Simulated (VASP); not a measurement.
## Al14CN16 (a cell with a defect): single point with r2SCAN

Al14CN16 (a cell with a defect):

```
CELL_PARAMETERS angstrom
6.25951 0.00000 0.00000
-3.12976 5.42090 0.00000
0.00000 0.00000 10.03481
ATOMIC_POSITIONS crystal
C 0.38557 0.11418 0.26610
N 0.36773 0.13319 0.39817
N 0.13972 0.35685 0.18136
N 0.32396 0.17504 0.93859
N 0.16122 0.34022 0.70205
N 0.34291 0.68094 0.44219
N 0.21286 0.88517 0.19836
N 0.33062 0.67967 0.93975
N 0.16437 0.84185 0.68691
N 0.80143 0.14673 0.43957
N 0.61311 0.28722 0.19752
N 0.82019 0.16889 0.93970
N 0.65883 0.33629 0.68691
N 0.83352 0.66775 0.43914
N 0.66930 0.82670 0.18941
N 0.83264 0.66686 0.94945
N 0.66657 0.83365 0.69568
Al 0.32515 0.17491 0.74751
Al 0.15725 0.34217 0.99676
Al 0.33909 0.65690 0.25845
Al 0.16333 0.82371 0.49826
Al 0.32867 0.67209 0.74721
Al 0.17482 0.84978 0.00262
Al 0.83700 0.15757 0.25536
Al 0.67329 0.33924 0.49873
Al 0.82828 0.17132 0.74686
Al 0.64944 0.32486 0.00208
Al 0.83222 0.66804 0.25425
Al 0.66293 0.82634 0.50706
Al 0.83179 0.66923 0.75387
Al 0.66275 0.83596 0.99987
```

| Item | Value |
| --- | --- |
| Program | VASP 6.6.1 |
| Task | single point |
| Functional | r2SCAN |
| Potentials or basis | VASP PAW PBE potentials, release 64 (C, N, Al) |
| Cutoff | 520 eV |
| k mesh | 1 × 1 × 1, shifted |
| Occupations | fermi-dirac, width 0.01 eV |
| Spin | collinear spin |
| Fixed moment | 2 μB |
| Dipole correction | no |
| Further INCAR settings | LREAL = Auto; ALGO = Normal; EDIFF = 1e-07; NBANDS = 88 |

```
Pressure                                              : -6.7 GPa
Largest force                                         : 0.694 eV/Å
Net moment                                            : 2.00 μB per cell
Site moments                                          : C +0.01; N +0.11, +0.10, +0.02, +0.30, +0.39, +0.01, -0.00, +0.47, +0.00 (each value once); Al -0.00, -0.01, +0.00 (each value once) μB
Valence electrons inside the program's atomic spheres : C 2.39; N 3.87, 3.83, 3.88, 3.79, 3.82, 3.78, 3.90, 3.84, 3.89 (each value once); Al 0.82, 0.81, 0.80, 0.75, 0.83, 0.79 (each value once)
```

Forces on the atoms (eV/Å):
```
C   -0.033 -0.019  0.072
N    0.230 -0.222  0.177
N   -0.407  0.228  0.227
N    0.137 -0.068 -0.181
N   -0.239  0.103  0.080
N    0.159  0.168 -0.044
N   -0.277 -0.310  0.034
N    0.198 -0.131 -0.184
N   -0.115  0.026 -0.015
N    0.080 -0.111 -0.037
N    0.170  0.355  0.036
N    0.165 -0.135 -0.207
N   -0.104  0.104  0.009
N    0.101 -0.127  0.073
N   -0.084  0.063  0.245
N    0.184 -0.090 -0.091
N   -0.176  0.079 -0.303
Al   0.270 -0.154  0.101
Al  -0.207  0.129  0.409
Al   0.020 -0.323 -0.614
Al  -0.264  0.371 -0.049
Al   0.122  0.090  0.215
Al  -0.089  0.044  0.081
Al   0.300  0.137 -0.477
Al  -0.352 -0.048 -0.103
Al  -0.005 -0.139  0.211
Al  -0.082  0.052  0.074
Al   0.017 -0.006 -0.095
Al   0.306 -0.070  0.273
Al   0.114 -0.067  0.052
Al  -0.137  0.072  0.030
```

Stress tensor (GPa, compression positive):
```
-5.50 -3.28 -0.02
-3.28 -9.26  0.36
-0.02  0.36 -5.26
```

Wall time 55 min on 1 thread of Intel(R) Xeon(R) Platinum 8175M CPU @ 2.50GHz (Skylake/Cascade Lake), on a shared host, peak memory 0.81 GiB.

Caveat: the k points lie up to 0.58 Å⁻¹ apart; the PAW data sets were made with another functional, which shifts forces and pressure a little; the total moment is fixed, so each spin has its own Fermi level and the state may be an excited one.
